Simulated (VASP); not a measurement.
# Cs3Pt (Pm-3m) in VASP: single point with PBE

Aim: the single point of Cs3Pt with PBE.

Program: VASP 6.6.1. These are calculated values, not measurements. Logs are shortened: lines on timing, memory, paths and dates and some standing lists are left out, and cuts for length are marked.

## (1) The cell of the first run

It takes space group Pm-3m (No. 221, cubic). Conventional cell: a = 5.778 Å, b = 5.778 Å, c = 5.778 Å, α = 90.00°, β = 90.00°, γ = 90.00°. Cs (site symmetry 4/mmm) has 8 Cs at 4.09 Å and 4 Pt at 4.09 Å within 5.4 Å. Pt (site symmetry m-3m) has 12 Cs at 4.09 Å within 5.4 Å.

## (2) Single point, PBE

Contents of INCAR:

```
PREC     = Accurate       # precision mode
ENCUT    = 500            # plane-wave cutoff, eV
EDIFF    = 1E-6           # SCF threshold, eV
ISMEAR   = -1             # smearing method
SIGMA    = 0.1            # smearing width, eV
LREAL    = F              # projectors in reciprocal space
LASPH    = T              # aspherical terms in the spheres
NELM     = 120            # most SCF steps
ALGO     = Normal         # electronic algorithm
ISIF     = 2              # what is computed and relaxed
LWAVE    = F              # write WAVECAR
LCHARG   = F              # write CHGCAR
GGA      = PE             # functional
NBANDS   = 26             # bands
GGA_COMPAT= F
```

Contents of KPOINTS:

```
Automatic mesh
0
Gamma
  4 4 4
```

Contents of POSCAR:

```
Cs3Pt
1.0
    5.7776530000      0.0000000000      0.0000000000
    0.0000000000      5.7776530000      0.0000000000
    0.0000000000      0.0000000000      5.7776530000
Cs Pt
3 1
Direct
    0.0000000000      0.0000000000      0.5000000000
    0.0000000000      0.5000000000      0.0000000000
    0.5000000000      0.0000000000      0.0000000000
    0.5000000000      0.5000000000      0.5000000000
```

Potentials or basis: VASP PAW PBE potentials, release 64 (Cs_sv, Pt).

Run with:

```console
$ cat potpaw_PBE.64/Cs_sv/POTCAR potpaw_PBE.64/Pt/POTCAR > POTCAR
$ mpirun -np 1 vasp_std > vasp.out
```

OUTCAR:

```text
PREC = Accurate
   ENCUT = 500
   EDIFF = 1E-6
   ISMEAR = -1
   LREAL = F
   LASPH = T
   NELM = 120
   ISIF = 2
   GGA = PE

 ion  position               nearest neighbor table
   1  0.000  0.000  0.500-
   2  0.000  0.500  0.000-
   3  0.500  0.000  0.000-
   4  0.500  0.500  0.500-

  LATTYP: Found a simple cubic cell.
 ALAT       =     5.7776530000

  Lattice vectors:

 A1 = (   5.7776530000,   0.0000000000,   0.0000000000)
 A2 = (   0.0000000000,   5.7776530000,   0.0000000000)
 A3 = (   0.0000000000,   0.0000000000,   5.7776530000)

Analysis of symmetry for initial positions (statically):
=====================================================================
 Subroutine PRICEL returns:
 Original cell was already a primitive cell.

 Routine SETGRP: Setting up the symmetry group for a
 simple cubic supercell.

 Subroutine GETGRP returns: Found 48 space group operations
 (whereof 48 operations were pure point group operations)
 out of a pool of 48 trial point group operations.

The static configuration has the point symmetry O_h .

Analysis of symmetry for dynamics (positions and initial velocities):
=====================================================================
 Subroutine PRICEL returns:
 Original cell was already a primitive cell.

 Routine SETGRP: Setting up the symmetry group for a
 simple cubic supercell.

 Subroutine GETGRP returns: Found 48 space group operations
 (whereof 48 operations were pure point group operations)
 out of a pool of 48 trial point group operations.

The dynamic configuration has the point symmetry O_h .

 Subroutine INISYM returns: Found 48 space group operations
 (whereof 48 operations are pure point group operations),
 and found     1 'primitive' translations

----------------------------------------------------------------------------------------

                                     Primitive cell

  volume of cell :     192.8654

  direct lattice vectors                    reciprocal lattice vectors
     5.777653000  0.000000000  0.000000000     0.173080661  0.000000000  0.000000000
     0.000000000  5.777653000  0.000000000     0.000000000  0.173080661  0.000000000
     0.000000000  0.000000000  5.777653000     0.000000000  0.000000000  0.173080661

  length of vectors
     5.777653000  5.777653000  5.777653000     0.173080661  0.173080661  0.173080661

  position of ions in fractional coordinates (direct lattice)
     0.000000000  0.000000000  0.500000000
     0.000000000  0.500000000  0.000000000
     0.500000000  0.000000000  0.000000000
     0.500000000  0.500000000  0.500000000

  ion indices of the primitive-cell ions
   primitive index   ion index
                 1           1
                 2           2
                 3           3
                 4           4

----------------------------------------------------------------------------------------

 KPOINTS: Automatic mesh

Automatic generation of k-mesh.
 Grid dimensions read from file:
 generate k-points for:    4    4    4

 Generating k-lattice:

  Cartesian coordinates                     Fractional coordinates (reciprocal lattice)
     0.043270165  0.000000000  0.000000000     0.250000000  0.000000000  0.000000000
     0.000000000  0.043270165  0.000000000     0.000000000  0.250000000  0.000000000
     0.000000000  0.000000000  0.043270165     0.000000000  0.000000000  0.250000000

  Length of vectors
     0.043270165  0.043270165  0.043270165

  Shift w.r.t. Gamma in fractional coordinates (k-lattice)
     0.000000000  0.000000000  0.000000000

 Subroutine IBZKPT returns following result:
 ===========================================

 Found     10 irreducible k-points:

 Following reciprocal coordinates:
            Coordinates               Weight
  0.000000  0.000000  0.000000      1.000000
  0.250000  0.000000  0.000000      6.000000
  0.500000  0.000000  0.000000      3.000000
  0.250000  0.250000  0.000000     12.000000
  0.500000  0.250000  0.000000     12.000000
  0.500000  0.500000  0.000000      3.000000
  0.250000  0.250000  0.250000      8.000000
  0.500000  0.250000  0.250000     12.000000
  0.500000  0.500000  0.250000      6.000000
  0.500000  0.500000  0.500000      1.000000
   k-points           NKPTS =     10   k-points in BZ     NKDIM =     10   number of bands    NBANDS=     26
   number of dos      NEDOS =    301   number of ions     NIONS =      4
   total plane-waves  NPLWV =  74088
   dimension x,y,z NGX =    42 NGY =   42 NGZ =   42
   dimension x,y,z NGXF=    84 NGYF=   84 NGZF=   84
   ions per type =               3   1
   NGX,Y,Z   is equivalent  to a cutoff of  12.09, 12.09, 12.09 a.u.
   NGXF,Y,Z  is equivalent  to a cutoff of  24.17, 24.17, 24.17 a.u.
 SYSTEM =  unknown system
   PREC   = accura    normal or accurate (medium, high low for compatibility)
   ISTART =      0    job   : 0-new  1-cont  2-samecut
   ICHARG =      2    charge: 1-file 2-atom 10-const
   ISPIN  =      1    spin polarized calculation?
   LNONCOLLINEAR =      F non collinear calculations
   LSORBIT =      F    spin-orbit coupling
   LASPH  =      T    aspherical Exc in radial PAW
   ENCUT  =  500.0 eV  36.75 Ry    6.06 a.u.  10.53 10.53 10.53*2*pi/ulx,y,z
   NELM   =    120;   NELMIN=  2; NELMDL= -5     # of ELM steps
   EDIFF  = 0.1E-05   stopping-criterion for ELM
   LREAL  =      F    real-space projection
   EDIFFG = 0.1E-04   stopping-criterion for IOM
   NSW    =      0    number of steps for IOM
   IBRION =     -1    ionic relax: 0-MD 1-quasi-New 2-CG
   NFREE  =      0    steps in history (QN), initial steepest desc. (CG)
   ISIF   =      2    stress and relaxation
   ISYM   =      2    0-nonsym 1-usesym 2-fastsym
   POTIM  = 0.5000    time-step for ionic-motion
   TEBEG  =    0.0;   TEEND  =   0.0 temperature during run
   PSTRESS=    0.0 pullay stress
   NELECT =      37.0000    total number of electrons
   NUPDOWN=      -1.0000    fix difference up-down
   EMIN   =  10.00;   EMAX   =-10.00  energy-range for DOS
   EFERMI =   0.00;   METHOD = LEGACY
   ISMEAR =    -1;   SIGMA  =   0.10  broadening in eV -4-tet -1-fermi 0-gaus
   EFERMI_NEDOS =   21; number of points for ismear=-14 and -15
   IALGO  =     38    algorithm
   IMIX   =      4    mixing-type and parameters
     AMIX     =   0.40;   BMIX     =  1.00
     AMIX_MAG =   1.60;   BMIX_MAG =  1.00
  volume/ion in A,a.u.               =      48.22       325.38
  Fermi-wavevector in a.u.,A,eV,Ry     =   0.944185  1.784252 12.129405  0.891486
  Thomas-Fermi vector in A             =   2.071966
   LORBIT       =      0    0 simple, 1 ext, 2 COOP (PROOUT), +10 PAW based schemes
   GGA     = PE    functional components
   LHFCALC =     F    Hartree Fock is set to
   AEXX    =    0.0000 exact exchange contribution
   IVDW    =     0    specifies the selected vdW correction
   LEPSILON=     F    determine dielectric tensor
   LRPA    =     F    only Hartree local field effects (RPA)
 non-spin polarized calculation
  energy-cutoff  :      500.00
  volume of cell :      192.87
 maximum number of plane-waves:      4945
   NGX = 21   NGY = 21   NGZ = 21

 number of electron      36.9999990 magnetization

 Free energy of the ion-electron system (eV)
  ---------------------------------------------------
  ext. energy  EPLUGINS =         0.00000000
  ---------------------------------------------------
  free energy    TOTEN  =        -7.84313529 eV

  energy without entropy =       -7.78483059  energy(sigma->0) =       -7.81398294

 E-fermi :   2.8504     XC(G=0):  -7.8954

 val. band max:        2.7309170122   @ k =   0.2500   0.2500   0.2500
 cond. band min:       2.9108744427   @ k =   0.5000   0.2500   0.0000
 fundamental gap:      0.1799574305
 Fermi energy:         2.8503728847

 k-point     1 :       0.0000    0.0000    0.0000
  band No.  band energies     occupation
      1     -20.8342      2.00000
      2     -20.6060      2.00000
      3     -20.6060      2.00000
      4      -8.1308      2.00000
      5      -8.1308      2.00000
      6      -8.1308      2.00000
[... 18 lines left out ...]
     25       6.0605      0.00000
     26       6.0605      0.00000

 k-point     2 :       0.2500    0.0000    0.0000
  band No.  band energies     occupation
      1     -20.8056      2.00000
      2     -20.6355      2.00000
      3     -20.6055      2.00000
      4      -8.0557      2.00000
      5      -8.0557      2.00000
      6      -8.0152      2.00000
[... 18 lines left out ...]
     25       5.7838      0.00000
     26       5.7951      0.00000

 k-point     3 :       0.5000    0.0000    0.0000
  band No.  band energies     occupation
      1     -20.7591      2.00000
      2     -20.6829      2.00000
      3     -20.6050      2.00000
      4      -7.9542      2.00000
      5      -7.9542      2.00000
      6      -7.7218      2.00000
[... 18 lines left out ...]
     25       6.1305      0.00000
     26       6.1596      0.00000

 k-point     4 :       0.2500    0.2500    0.0000
  band No.  band energies     occupation
      1     -20.7800      2.00000
      2     -20.6441      2.00000
      3     -20.6222      2.00000
      4      -8.1424      2.00000
      5      -7.9750      2.00000
      6      -7.7962      2.00000
[... 18 lines left out ...]
     25       5.1931      0.00000
     26       5.9194      0.00000

 k-point     5 :       0.5000    0.2500    0.0000
  band No.  band energies     occupation
      1     -20.7364      2.00000
      2     -20.6822      2.00000
      3     -20.6275      2.00000
      4      -8.1055      2.00000
      5      -7.8647      2.00000
      6      -7.8591      2.00000
[... 18 lines left out ...]
     25       5.2986      0.00000
     26       6.1815      0.00000

 k-point     6 :       0.5000    0.5000    0.0000
  band No.  band energies     occupation
      1     -20.6822      2.00000
      2     -20.6815      2.00000
      3     -20.6815      2.00000
      4      -8.1950      2.00000
      5      -7.9921      2.00000
      6      -7.6848      2.00000
[... 18 lines left out ...]
     25       5.2357      0.00000
     26       6.2350      0.00000

 k-point     7 :       0.2500    0.2500    0.2500
  band No.  band energies     occupation
      1     -20.7583      2.00000
      2     -20.6435      2.00000
      3     -20.6435      2.00000
      4      -8.2895      2.00000
      5      -7.7993      2.00000
      6      -7.7993      2.00000
[... 18 lines left out ...]
     25       5.2349      0.00000
     26       5.8590      0.00000

 k-point     8 :       0.5000    0.2500    0.2500
  band No.  band energies     occupation
      1     -20.7200      2.00000
      2     -20.6815      2.00000
      3     -20.6430      2.00000
      4      -8.3382      2.00000
      5      -7.8795      2.00000
      6      -7.8129      2.00000
[... 18 lines left out ...]
     25       5.1978      0.00000
     26       5.7022      0.00000

 k-point     9 :       0.5000    0.5000    0.2500
  band No.  band energies     occupation
      1     -20.6812      2.00000
      2     -20.6809      2.00000
      3     -20.6809      2.00000
      4      -8.4604      2.00000
      5      -7.9817      2.00000
      6      -7.8370      2.00000
[... 18 lines left out ...]
     25       5.4765      0.00000
     26       6.0149      0.00000

 k-point    10 :       0.5000    0.5000    0.5000
  band No.  band energies     occupation
      1     -20.6802      2.00000
      2     -20.6802      2.00000
      3     -20.6802      2.00000
      4      -8.6220      2.00000
      5      -7.9711      2.00000
      6      -7.9711      2.00000
[... 18 lines left out ...]
     25       6.0524      0.00000
     26       6.0665      0.00000

------------------------ aborting loop because EDIFF is reached ----------------------------------------

  FORCE on cell =-STRESS in cart. coord.  units (eV):
  Direction    XX          YY          ZZ          XY          YZ          ZX
  --------------------------------------------------------------------------------------
  -------------------------------------------------------------------------------------
  Total       -0.4202446     -0.4202446     -0.4202446      0.0000000      0.0000000      0.0000000
  in kB       -3.4910683     -3.4910683     -3.4910683      0.0000000      0.0000000      0.0000000
  external PRESSURE =      -3.4910683 kB  Pullay stress =       0.0000000 kB

 VOLUME and BASIS-vectors are now :
 -----------------------------------------------------------------------------
  energy-cutoff  :      500.00
  volume of cell :      192.87
      direct lattice vectors                 reciprocal lattice vectors
     5.777653000  0.000000000  0.000000000     0.173080661  0.000000000  0.000000000
     0.000000000  5.777653000  0.000000000     0.000000000  0.173080661  0.000000000
     0.000000000  0.000000000  5.777653000     0.000000000  0.000000000  0.173080661

 POSITION                                       TOTAL-FORCE (eV/Angst)
 -----------------------------------------------------------------------------------
      0.00000      0.00000      2.88883         0.000000      0.000000      0.000000
      0.00000      2.88883      0.00000         0.000000      0.000000      0.000000
      2.88883      0.00000      0.00000         0.000000      0.000000      0.000000
      2.88883      2.88883      2.88883         0.000000      0.000000      0.000000
 -----------------------------------------------------------------------------------
    total drift:                                0.000000      0.000000     -0.000000

  FREE ENERGIE OF THE ION-ELECTRON SYSTEM (eV)
  ---------------------------------------------------
  free  energy   TOTEN  =        -7.8431352887 eV

  energy  without entropy=       -7.7848305884  energy(sigma->0) =       -7.81398294
```

It took 39 s on 1 thread of Intel Xeon Platinum 8259CL at 2.50GHz (Skylake/Cascade Lake), shared host; peak memory 0.26 GiB.

Results:

```
Free energy            : -7.8431 eV
Pressure               : -0.3 GPa
Band gap on the k mesh : zero (an odd number of electrons rules out a gap without spin polarisation)
```

Levels at points of the mesh, in eV from the Fermi level:
```csv
k point,band 14,band 15,band 16,band 17,band 18,band 19,band 20,band 21,band 22,band 23
"(0.00, 0.00, 0.00)",-1.46,-1.46,-1.33,-1.33,-1.33,-1.06,1.54,1.54,1.54,1.76
"(0.50, 0.00, 0.00)",-1.27,-1.25,-1.13,-1.13,-1.12,-0.39,0.28,1.54,1.54,1.58
"(0.50, 0.50, 0.00)",-1.27,-1.18,-1.14,-1.14,-1.07,0.65,0.65,1.07,1.35,1.93
"(0.50, 0.50, 0.50)",-1.37,-1.37,-1.37,-1.12,-1.12,0.97,0.97,0.97,2.27,2.27
```

Caveat: spin-orbit coupling is left out, which moves the levels of the heavy elements.

The gap in the log of VASP goes by the Fermi energy; the results here count the filled bands.